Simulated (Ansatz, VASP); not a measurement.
**One calculation of WO, two programs**

```
W O
1.0
     0.00000    2.32347    2.32347
     2.32347    0.00000    2.32347
     2.32347    2.32347    0.00000
W O
1 1
Direct
  0.00000 0.00000 0.00000
  0.25000 0.25000 0.25000
```

Alike in both runs: task single point; functional r2SCAN; k mesh 16 × 16 × 16; occupations gaussian, width 0.1 eV; no spin polarisation.

|  | VASP | Ansatz |
| --- | --- | --- |
| version | VASP 6.6.1 | Ansatz 0.2.0 |
| potentials or method | VASP PAW PBE potentials, release 64 (W_sv, O), cutoff 520 eV | scalar-relativistic, plane waves, PAW |
| valence electrons in the cell | 20 | 20 |

Ansatz gave:

- gap on the k mesh at the Fermi level (eV): none
- pressure (GPa): 3.4

**Question.** What did VASP give for the same quantities?

**Answer.** gap on the k mesh at the Fermi level (eV): none; pressure (GPa): 6.0.

VASP's potentials were made for PBE, not for r2SCAN. A gap of «none» marks a metal or a gap that the smearing closes. With one functional, cell and mesh, what is left measures potentials, basis and numerics.

Spin-orbit coupling is off throughout.
